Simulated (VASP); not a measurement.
# K (P6_3/mmc) in VASP: notebook

The runs below take K through single point, with PBE.

All numbers are computed with VASP 6.6.1; they aren't measurements. Logs are shortened: lines on timing, memory, paths and dates and some standing lists are left out, and cuts for length are marked.

## Step 1: The cell of the first run

Symmetry: P6_3/mmc, No. 194, hexagonal system. Conventional cell: a = 3.769 Å, b = 3.769 Å, c = 12.071 Å, α = 90.00°, β = 90.00°, γ = 120.00°. Within 4.9 Å of K (site symmetry -3m) lie 12 K at 3.72 to 3.77 Å. Within 4.9 Å of K (site symmetry -6m2) lie 12 K at 3.72 to 3.77 Å.

This isn't the form of K at room conditions, which is bcc.

## Step 2: Single point, PBE (37.13 Å³/atom)

INCAR reads:

```
SYSTEM = K
PREC = Accurate ; ENCUT = 520
EDIFF = 1E-7 ; ISMEAR = -1
SIGMA = 0.1 ; LREAL = .FALSE.
LASPH = .TRUE. ; NELM = 60
ALGO = Normal ; ISIF = 2
LWAVE = .FALSE. ; LCHARG = .FALSE.
GGA = PE ; NBANDS = 26
```

KPOINTS reads:

```
regular mesh
0
G
  6 6 4
  0 0 0
```

POSCAR reads:

```
K
1.0
    3.7691643942      0.0000000000      0.0000000000
   -1.8845821971      3.2641921164      0.0000000000
    0.0000000000      0.0000000000     12.0706419584
K
4
Direct
    0.0000000000      0.0000000000      0.0000000000
    0.0000000000      0.0000000000      0.5000000000
    0.3333333333      0.6666666667      0.2500000000
    0.6666666667      0.3333333333      0.7500000000
```

Potentials or basis: VASP PAW PBE potentials, release 64 (K_sv).

On the command line:

```bash
$ cat potpaw_PBE.64/K_sv/POTCAR > POTCAR
$ mpirun -np 1 vasp_std > vasp.out
```

OUTCAR:

```text
SYSTEM = K
   PREC = Accurate
   ENCUT = 520
   EDIFF = 1E-7
   ISMEAR = -1
   LREAL = .FALSE.
   LASPH = .TRUE.
   NELM = 60
   ISIF = 2
   GGA = PE

 ion  position               nearest neighbor table
   1  0.000  0.000  0.000-   3 3.72   4 3.72   3 3.72   4 3.72   4 3.72   3 3.72
   2  0.000  0.000  0.500-   3 3.72   4 3.72   3 3.72   4 3.72   4 3.72   3 3.72
   3  0.333  0.667  0.250-   1 3.72   2 3.72   1 3.72   2 3.72   1 3.72   2 3.72
   4  0.667  0.333  0.750-   1 3.72   2 3.72   1 3.72   2 3.72   1 3.72   2 3.72

  LATTYP: Found a hexagonal cell.
 ALAT       =     3.7691643942
 C/A-ratio  =     3.2024716080

  Lattice vectors:

 A1 = (   3.7691643942,   0.0000000000,   0.0000000000)
 A2 = (  -1.8845821971,   3.2641921164,   0.0000000000)
 A3 = (   0.0000000000,   0.0000000000,  12.0706419584)

Analysis of symmetry for initial positions (statically):
=====================================================================
 Subroutine PRICEL returns:
 Original cell was already a primitive cell.

 Routine SETGRP: Setting up the symmetry group for a
 hexagonal supercell.

 Subroutine GETGRP returns: Found 24 space group operations
 (whereof 12 operations were pure point group operations)
 out of a pool of 24 trial point group operations.

The static configuration has the point symmetry D_3d.
 The point group associated with its full space group is D_6h.

Analysis of symmetry for dynamics (positions and initial velocities):
=====================================================================
 Subroutine PRICEL returns:
 Original cell was already a primitive cell.

 Routine SETGRP: Setting up the symmetry group for a
 hexagonal supercell.

 Subroutine GETGRP returns: Found 24 space group operations
 (whereof 12 operations were pure point group operations)
 out of a pool of 24 trial point group operations.

The dynamic configuration has the point symmetry D_3d.
 The point group associated with its full space group is D_6h.

 Subroutine INISYM returns: Found 24 space group operations
 (whereof 12 operations are pure point group operations),
 and found     1 'primitive' translations

----------------------------------------------------------------------------------------

                                     Primitive cell

  volume of cell :     148.5084

  direct lattice vectors                    reciprocal lattice vectors
     3.769164394  0.000000000  0.000000000     0.265310794  0.153177259  0.000000000
    -1.884582197  3.264192116  0.000000000     0.000000000  0.306354517  0.000000000
     0.000000000  0.000000000 12.070641958     0.000000000  0.000000000  0.082845635

  length of vectors
     3.769164394  3.769164394 12.070641958     0.306354517  0.306354517  0.082845635

  position of ions in fractional coordinates (direct lattice)
     0.000000000  0.000000000  0.000000000
     0.000000000  0.000000000  0.500000000
     0.333333333  0.666666667  0.250000000
     0.666666667  0.333333333  0.750000000

  ion indices of the primitive-cell ions
   primitive index   ion index
                 1           1
                 2           2
                 3           3
                 4           4

----------------------------------------------------------------------------------------

 KPOINTS: regular mesh

Automatic generation of k-mesh.
 Grid dimensions read from file:
 generate k-points for:    6    6    4

 Generating k-lattice:

  Cartesian coordinates                     Fractional coordinates (reciprocal lattice)
     0.044218466  0.025529543  0.000000000     0.166666667  0.000000000  0.000000000
     0.000000000  0.051059086  0.000000000     0.000000000  0.166666667  0.000000000
     0.000000000  0.000000000  0.020711409     0.000000000  0.000000000  0.250000000

  Length of vectors
     0.051059086  0.051059086  0.020711409

  Shift w.r.t. Gamma in fractional coordinates (k-lattice)
     0.000000000  0.000000000  0.000000000

 Subroutine IBZKPT returns following result:
 ===========================================

 Found     21 irreducible k-points:

 Following reciprocal coordinates:
            Coordinates               Weight
  0.000000  0.000000  0.000000      1.000000
  0.166667  0.000000  0.000000      6.000000
  0.333333  0.000000  0.000000      6.000000
  0.500000  0.000000  0.000000      3.000000
  0.166667  0.166667  0.000000      6.000000
  0.333333  0.166667  0.000000     12.000000
[... 13 lines left out ...]
  0.333333  0.166667  0.500000     12.000000
  0.333333  0.333333  0.500000      2.000000
   k-points           NKPTS =     21   k-points in BZ     NKDIM =     21   number of bands    NBANDS=     26
   number of dos      NEDOS =    301   number of ions     NIONS =      4
   total plane-waves  NPLWV =  70560
   dimension x,y,z NGX =    28 NGY =   28 NGZ =   90
   dimension x,y,z NGXF=    56 NGYF=   56 NGZF=  180
   ions per type =               4
   NGX,Y,Z   is equivalent  to a cutoff of  12.35, 12.35, 12.40 a.u.
   NGXF,Y,Z  is equivalent  to a cutoff of  24.70, 24.70, 24.79 a.u.
 SYSTEM =  K
   PREC   = accura    normal or accurate (medium, high low for compatibility)
   ISTART =      0    job   : 0-new  1-cont  2-samecut
   ICHARG =      2    charge: 1-file 2-atom 10-const
   ISPIN  =      1    spin polarized calculation?
   LNONCOLLINEAR =      F non collinear calculations
   LSORBIT =      F    spin-orbit coupling
   LASPH  =      T    aspherical Exc in radial PAW
   ENCUT  =  520.0 eV  38.22 Ry    6.18 a.u.   7.01  7.01 22.44*2*pi/ulx,y,z
   NELM   =     60;   NELMIN=  2; NELMDL= -5     # of ELM steps
   EDIFF  = 0.1E-06   stopping-criterion for ELM
   LREAL  =      F    real-space projection
   EDIFFG = 0.1E-05   stopping-criterion for IOM
   NSW    =      0    number of steps for IOM
   IBRION =     -1    ionic relax: 0-MD 1-quasi-New 2-CG
   NFREE  =      0    steps in history (QN), initial steepest desc. (CG)
   ISIF   =      2    stress and relaxation
   ISYM   =      2    0-nonsym 1-usesym 2-fastsym
   POTIM  = 0.5000    time-step for ionic-motion
   TEBEG  =    0.0;   TEEND  =   0.0 temperature during run
   PSTRESS=    0.0 pullay stress
   NELECT =      36.0000    total number of electrons
   NUPDOWN=      -1.0000    fix difference up-down
   EMIN   =  10.00;   EMAX   =-10.00  energy-range for DOS
   EFERMI =   0.00;   METHOD = LEGACY
   ISMEAR =    -1;   SIGMA  =   0.10  broadening in eV -4-tet -1-fermi 0-gaus
   EFERMI_NEDOS =   21; number of points for ismear=-14 and -15
   IALGO  =     38    algorithm
   IMIX   =      4    mixing-type and parameters
     AMIX     =   0.40;   BMIX     =  1.00
     AMIX_MAG =   1.60;   BMIX_MAG =  1.00
  volume/ion in A,a.u.               =      37.13       250.55
  Fermi-wavevector in a.u.,A,eV,Ry     =   1.020764  1.928964 14.176710  1.041959
  Thomas-Fermi vector in A             =   2.154351
   LORBIT       =      0    0 simple, 1 ext, 2 COOP (PROOUT), +10 PAW based schemes
   GGA     = PE    functional components
   LHFCALC =     F    Hartree Fock is set to
   AEXX    =    0.0000 exact exchange contribution
   IVDW    =     0    specifies the selected vdW correction
   LEPSILON=     F    determine dielectric tensor
   LRPA    =     F    only Hartree local field effects (RPA)
 non-spin polarized calculation
  energy-cutoff  :      520.00
  volume of cell :      148.51
 maximum number of plane-waves:      4017
 NGX is ok and might be reduce to    28
   NGX = 13   NGY = 13   NGZ = 45

 number of electron      36.0000000 magnetization

 Free energy of the ion-electron system (eV)
  ---------------------------------------------------
  ext. energy  EPLUGINS =         0.00000000
  ---------------------------------------------------
  free energy    TOTEN  =        -1.85743790 eV

  energy without entropy =       -1.74111706  energy(sigma->0) =       -1.79927748

 E-fermi :   2.1200     XC(G=0):  -7.6230

 val. band max:        2.0637467380   @ k =   0.3333   0.0000   0.2500
 cond. band min:       2.1809684616   @ k =   0.3333   0.1667   0.2500
 fundamental gap:      0.1172217236
 Fermi energy:         2.1200234819

 k-point     1 :       0.0000    0.0000    0.0000
  band No.  band energies     occupation
      1     -30.0620      2.00000
      2     -30.0220      2.00000
      3     -30.0215      2.00000
      4     -29.9810      2.00000
      5     -13.8995      2.00000
      6     -13.6043      2.00000
[... 18 lines left out ...]
     25       6.3284      0.00000
     26       6.4571      0.00000

 k-point     2 :       0.1667    0.0000    0.0000
  band No.  band energies     occupation
      1     -30.0457      2.00000
      2     -30.0104      2.00000
      3     -30.0100      2.00000
      4     -29.9744      2.00000
      5     -13.8463      2.00000
      6     -13.6323      2.00000
[... 18 lines left out ...]
     25       5.6661      0.00000
     26       5.7339      0.00000

 k-point     3 :       0.3333    0.0000    0.0000
  band No.  band energies     occupation
      1     -30.0102      2.00000
      2     -29.9872      2.00000
      3     -29.9868      2.00000
      4     -29.9637      2.00000
      5     -13.7804      2.00000
      6     -13.7774      2.00000
[... 18 lines left out ...]
     25       4.8880      0.00000
     26       5.0618      0.00000

 k-point     4 :       0.5000    0.0000    0.0000
  band No.  band energies     occupation
      1     -29.9884      2.00000
      2     -29.9755      2.00000
      3     -29.9751      2.00000
      4     -29.9622      2.00000
      5     -13.8733      2.00000
      6     -13.8571      2.00000
[... 18 lines left out ...]
     25       4.9857      0.00000
     26       5.0534      0.00000
[... 409 lines left out ...]
      1     -30.0118      2.00000
      2     -30.0118      2.00000
      3     -29.9738      2.00000
      4     -29.9738      2.00000
      5     -13.7537      2.00000
      6     -13.7537      2.00000
[... 18 lines left out ...]
     25       5.2071      0.00000
     26       5.2071      0.00000

 k-point    20 :       0.3333    0.1667    0.5000
  band No.  band energies     occupation
      1     -29.9847      2.00000
      2     -29.9847      2.00000
      3     -29.9659      2.00000
      4     -29.9659      2.00000
      5     -13.7864      2.00000
      6     -13.7864      2.00000
[... 18 lines left out ...]
     25       4.7916      0.00000
     26       4.7916      0.00000

 k-point    21 :       0.3333    0.3333    0.5000
  band No.  band energies     occupation
      1     -29.9697      2.00000
      2     -29.9697      2.00000
      3     -29.9693      2.00000
      4     -29.9693      2.00000
      5     -13.7434      2.00000
      6     -13.7434      2.00000
[... 18 lines left out ...]
     25       4.5841      0.00000
     26       4.5842      0.00000

------------------------ aborting loop because EDIFF is reached ----------------------------------------

  FORCE on cell =-STRESS in cart. coord.  units (eV):
  Direction    XX          YY          ZZ          XY          YZ          ZX
  --------------------------------------------------------------------------------------
  -------------------------------------------------------------------------------------
  Total        8.1140979      8.1140979      8.1436688      0.0000000     -0.0000000      0.0000000
  in kB       87.5386145     87.5386145     87.8576380      0.0000000     -0.0000000      0.0000000
  external PRESSURE =      87.6449556 kB  Pullay stress =       0.0000000 kB

 VOLUME and BASIS-vectors are now :
 -----------------------------------------------------------------------------
  energy-cutoff  :      520.00
  volume of cell :      148.51
      direct lattice vectors                 reciprocal lattice vectors
     3.769164394  0.000000000  0.000000000     0.265310794  0.153177259  0.000000000
    -1.884582197  3.264192116  0.000000000     0.000000000  0.306354517  0.000000000
     0.000000000  0.000000000 12.070641958     0.000000000  0.000000000  0.082845635

 POSITION                                       TOTAL-FORCE (eV/Angst)
 -----------------------------------------------------------------------------------
      0.00000      0.00000      0.00000         0.000000      0.000000     -0.000000
      0.00000      0.00000      6.03532         0.000000      0.000000     -0.000000
     -0.00000      2.17613      3.01766         0.000000     -0.000000      0.000000
      1.88458      1.08806      9.05298        -0.000000      0.000000     -0.000000
 -----------------------------------------------------------------------------------
    total drift:                                0.000000     -0.000000      0.000000

  FREE ENERGIE OF THE ION-ELECTRON SYSTEM (eV)
  ---------------------------------------------------
  free  energy   TOTEN  =        -1.8574378963 eV

  energy  without entropy=       -1.7411170621  energy(sigma->0) =       -1.79927748
```

Wall time 73 s (1 thread of AMD EPYC 7R13 (Zen 3), shared host); peak memory 0.22 GiB.

What came out:

- Free energy: -1.8574 eV
- Pressure: 8.8 GPa
- Band gap on the k mesh: zero (bands 18 and 19 overlap by 2.84 eV)

Levels at points of the mesh, in eV from the Fermi level:
```
           k point  band 15  band 16  band 17  band 18  band 19  band 20  band 21  band 22
(0.00, 0.00, 0.00)   -15.41   -15.40    -3.22    -1.94    -1.94     0.10     1.34     3.03
(0.50, 0.00, 0.00)   -15.50   -15.48     0.08     0.17     0.30     0.33     1.16     1.63
(0.00, 0.00, 0.50)   -15.43   -15.43    -2.87    -2.87    -0.72    -0.72     2.00     2.00
(0.50, 0.00, 0.50)   -15.50   -15.50     0.16     0.16     0.28     0.28     1.29     1.29
```

Caveat: the cell stands under pressure.

[end of part 1 of 3]

The gap in the log of VASP goes by the Fermi energy; the results here count the filled bands.